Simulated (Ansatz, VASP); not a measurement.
## BaTiO3 in VASP and in Ansatz

```xyz
5
Lattice="3.9791 0.0000 0.0000 0.0000 4.0301 0.0000 0.0000 0.0000 4.0301" Properties=species:S:1:pos:R:3 pbc="T T T"
Ba    1.9895    2.0151    2.0151
Ti    0.0000    0.0000    0.0000
O     1.9895    0.0000    0.0000
O     0.0000    2.0151    0.0000
O     0.0000    0.0000    2.0151
```

Alike in both runs: task single point; functional PBE; k mesh 8 × 8 × 8; occupations gaussian, width 0.02 eV; no spin polarisation.

|  | VASP | Ansatz |
| --- | --- | --- |
| version | VASP 6.6.1 | Ansatz 0.2.0 |
| potentials or method | VASP PAW PBE potentials, release 64 (Ba_sv, Ti_sv, O_h), cutoff 1340 eV | scalar-relativistic, plane waves, PAW |
| valence electrons in the cell | 40 | 40 |

Ansatz gave:

- gap on the k mesh at the Fermi level (eV): 1.77
- least direct gap on the mesh (eV): 1.88
- pressure (GPa): 0.8
- traceless stress, the component that is largest in VASP (GPa): 1.58

What did VASP give for the same quantities?

gap on the k mesh at the Fermi level (eV): 1.71; least direct gap on the mesh (eV): 1.86; pressure (GPa): 2.4; traceless stress, the component that is largest in VASP (GPa): 1.62.

Spin-orbit coupling is off throughout.
